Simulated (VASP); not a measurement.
A run of VASP 6.6.1:

Contents of INCAR:

```
SYSTEM = LiH
PREC = Accurate
ENCUT = 650
EDIFF = 1E-6
ISMEAR = 0
SIGMA = 0.1
LREAL = .False.
LASPH = .True.
NELM = 120
ALGO = Normal
ISIF = 2
LWAVE = .False.
LCHARG = .False.
LDIPOL = .True.
IDIPOL = 3
DIPOL = 0.5 0.5 0.292
GGA = PE
NBANDS = 18
GGA_COMPAT = .False.
NELMDL = -8
```

File KPOINTS:

```
Automatic mesh
0
Gamma
  4 6 1
  0 0 0
```

POSCAR

```
LiH
1.0
    5.4576705675      0.0264275515      0.0000000000
    0.0132137757      2.7929004186      0.0000000000
    0.0000000000      0.0000000000     29.1370357600
Li H
4 4
Direct
    0.2496461032      0.0089808642      0.2601873686
    0.7658735705     -0.0571535867      0.2559819458
    0.4884221141      0.5481089398      0.3214183264
    0.0194113675      0.5434881381      0.3253033921
    0.2345609591     -0.0029808271      0.3238846625
    0.7449301573      0.0064900451      0.3280313037
   -0.0008641059      0.5053901796      0.2628998432
    0.4980198342      0.4476762470      0.2560926752
```

Potentials or basis: VASP PAW PBE potentials, release 64 (Li_sv, H).

The run is started by

```bash
$ cat potpaw_PBE.64/Li_sv/POTCAR potpaw_PBE.64/H/POTCAR > POTCAR
$ mpirun -np 1 vasp_std > vasp.out
```

Hardware: 1 thread of Intel(R) Xeon(R) Platinum 8559C (Emerald Rapids) (shared host).

How long does it take, and how much memory?

Wall time 3.6 min on 1 thread of Intel(R) Xeon(R) Platinum 8559C (Emerald Rapids) (shared host), peak memory 0.62 GiB. Counts: scf iterations 26, k points 14.
